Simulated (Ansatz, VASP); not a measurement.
# Two plane-wave programs on Rb2Ag3

```
CELL_PARAMETERS angstrom
6.46761 0.00000 0.00000
0.00000 6.46761 0.00000
0.00000 0.00000 6.46761
ATOMIC_POSITIONS crystal
Rb 0.00000 0.00000 0.00000
Rb 0.50000 0.50000 0.50000
Ag 0.50000 0.00000 0.00000
Ag 0.00000 0.50000 0.00000
Ag 0.00000 0.00000 0.50000
```

Alike in both runs: functional PBE; k mesh 6 × 6 × 6; occupations gaussian, width 0.1 eV; no spin polarisation.

Ansatz relaxed the structure, and its values are those at the end. VASP's run is a single point on that final structure, the one shown.

|  | VASP | Ansatz |
| --- | --- | --- |
| version | VASP 6.6.1 | Ansatz 0.2.0 |
| potentials or method | VASP PAW PBE potentials, release 64 (Rb_sv, Ag), cutoff 500 eV | scalar-relativistic, plane waves, PAW |
| valence electrons in the cell | 51 | 75 |

```csv
,VASP,Ansatz,Ansatz less VASP
gap on the k mesh at the Fermi level (eV),none,none,-
pressure (GPa),0.0,0.0,-0.01
```

A gap of «none» marks a metal or a gap that the smearing closes. With one functional, cell and mesh, what is left measures potentials, basis and numerics. VASP's potentials hold 51 valence electrons a cell and Ansatz's 75, so a difference there can come from the potentials and not from the codes.
